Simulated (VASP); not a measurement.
**H9ClO4: single point with PBE**

The system is H9ClO4.

```
CELL_PARAMETERS angstrom
5.72967 0.00000 0.00000
0.00000 5.72967 0.00000
0.00000 0.00000 5.72967
ATOMIC_POSITIONS crystal
O 0.71526 0.25029 0.69937
O 0.11899 0.99550 0.08708
O 0.30687 0.39962 0.42939
O 0.42174 0.76053 0.78475
H 0.86018 0.21493 0.78078
H 0.62296 0.10794 0.70861
H 0.23499 0.91344 0.98732
H 0.20621 0.07941 0.20796
H 0.20176 0.47375 0.31574
H 0.46569 0.43316 0.37589
H 0.55082 0.67396 0.85517
H 0.36011 0.64931 0.66881
H 0.95014 0.79795 0.15719
Cl 0.83278 0.58892 0.16145
```

```json
{
 "Program": "VASP 6.6.1",
 "Task": "single point",
 "Functional": "PBE",
 "Potentials or basis": "VASP PAW PBE potentials, release 64 (O_h, H_h, Cl)",
 "Cutoff": "1000 eV",
 "k mesh": "1 × 1 × 1",
 "Occupations": "fermi-dirac, width 0.05 eV",
 "Spin": "no spin polarisation"
}
```

- Pressure: -0.4 GPa
- Largest force: 0.309 eV/Å

Forces on the atoms (eV/Å):
```
O    0.044  0.017  0.005
O    0.023 -0.036  0.104
O    0.002  0.165 -0.251
O    0.007 -0.008 -0.009
H   -0.145 -0.029 -0.011
H    0.027 -0.077  0.018
H    0.047 -0.043 -0.097
H   -0.130 -0.003 -0.027
H    0.053 -0.096  0.166
H   -0.082 -0.092  0.063
H    0.026  0.005  0.072
H   -0.042  0.025  0.091
H    0.228  0.130 -0.164
Cl  -0.057  0.042  0.041
```

Stress tensor (GPa, compression positive):
```
-0.58 -0.11 -0.02
-0.11 -0.68 -0.35
-0.02 -0.35  0.01
```

Levels at points of the mesh, in eV from the Fermi level:
| k point | band 16 | band 17 | band 18 | band 19 | band 20 | band 21 | band 22 | band 23 | band 24 | band 25 |
| --- | --- | --- | --- | --- | --- | --- | --- | --- | --- | --- |
| (0.00, 0.00, 0.00) | -2.37 | -2.34 | -2.16 | -2.05 | -1.23 | 3.33 | 6.30 | 6.74 | 7.75 | 8.00 |

Wall time 35 s on 1 thread of Intel(R) Xeon(R) Platinum 8488C (Sapphire Rapids), with other jobs on the host, peak memory 0.46 GiB.

Caveat: the k points lie up to 1.10 Å⁻¹ apart, too coarse for converged energies, forces and pressures.
